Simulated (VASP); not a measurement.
Runs of VASP 6.6.1 on LiCl. The structure is that of space group Fm-3m (No. 225), or close to it. The cells are those of the table. 

```tsv
cell	gap on the mesh (eV)
a = 3.712 Å, angles 60.0°, 2 atoms	(a)
a = 3.566 Å, angles 60.0°, 2 atoms	6.64
a = 3.758 Å, angles 60.0°, 2 atoms	(b)
a = 3.640 Å, angles 60.0°, 2 atoms	6.28
a = 3.489 Å, angles 60.0°, 2 atoms	6.87
```

Alike in all rows: level PBE; potentials or basis VASP PAW PBE potentials, release 64 (Li_sv, Cl); no spin polarisation; k mesh 8 × 8 × 8.

Task: Estimate the missing entries.

Result: (a) 5.96; (b) 5.78.

A k mesh can miss the band edges.
